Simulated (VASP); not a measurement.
Here is a VASP 6.6.1 calculation.

Contents of INCAR:

```
SYSTEM = Ge
PREC = Accurate
ENCUT = 520
EDIFF = 1E-6
ISMEAR = 0
SIGMA = 0.1
LREAL = .False.
LASPH = .True.
NELM = 100
ALGO = Normal
ISIF = 2
LWAVE = .False.
LCHARG = .True.
LDIPOL = .True.
IDIPOL = 3
DIPOL = 0.5 0.5 0.377
GGA = PE
IVDW = 12
LELF = .True.
LVHAR = .True.
LVACPOTAV = .True.
NBANDS = 36
```

KPOINTS

```
Automatic mesh
0
Gamma
  9 9 1
  0 0 0
```

File POSCAR:

```
Ge
1.0
    4.0226895311      0.0000000000      0.0000000000
   -2.0113447656      3.4837513255      0.0000000000
    0.0000000000      0.0000000000     18.8685220517
Ge
4
Direct
    0.3333333333      0.6666666667      0.2747571332
    0.6666666667      0.3333333333      0.2384924472
    0.3333333333      1.6666666667      0.5150653573
    0.6666666667      1.3333333333      0.4788006714
```

Potentials or basis: VASP PAW PBE potentials, release 64 (Ge_d).

The run is started by

```console
$ cat potpaw_PBE.64/Ge_d/POTCAR > POTCAR
$ mpirun -np 1 vasp_std > vasp.out
```

Task: What does it give for the largest force?

Result: 0.103 eV/Å.

Task: What does it give for the band gap on the k mesh?

Result: 0.62 eV (least direct gap 0.64 eV).

Task: Estimate the dispersion energy per atom.

Result: -0.201 eV.

Forces in eV/Å, atoms in the order of the input:
```
Ge   0.000  0.000  0.103
Ge   0.000  0.000 -0.014
Ge   0.000  0.000  0.014
Ge   0.000  0.000 -0.103
```

Caveat: the cell differs from its parent crystal (layers slid over each other).
